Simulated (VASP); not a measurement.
A run of VASP 6.6.1 is set up as follows.

The input INCAR:

```
SYSTEM = CaS
ALGO = Normal
EDIFF = 1E-6
ENCUT = 500
GGA = PE
GGA_COMPAT = .FALSE.
ISIF = 2
ISMEAR = -1
LASPH = .TRUE.
LCHARG = .FALSE.
LREAL = .FALSE.
LWAVE = .FALSE.
NBANDS = 15
NELM = 120
PREC = Accurate
SIGMA = 0.02
```

File KPOINTS:

```
k-points
0
G
  8 8 8
  0 0 0
```

POSCAR

```
CaS
1.0
    0.0000000000      2.8584824999      2.8584824999
    2.8584824999      0.0000000000      2.8584824999
    2.8584824999      2.8584824999      0.0000000000
Ca S
1 1
Direct
    0.0000000000      0.0000000000      0.0000000000
    0.5000000000      0.5000000000      0.5000000000
```

Potentials or basis: VASP PAW PBE potentials, release 64 (Ca_sv, S).

The run is started by

```bash
$ cat potpaw_PBE.64/Ca_sv/POTCAR potpaw_PBE.64/S/POTCAR > POTCAR
$ mpirun -np 1 vasp_std > vasp.out
```

(1) Estimate the band gap on the k mesh.

(2) What does it give for the pressure?

Results:

(1) 2.38 eV, indirect (least direct gap 3.18 eV).

(2) 0.0 GPa.

Caveat: the cell differs from its parent crystal (strain +0.4%).
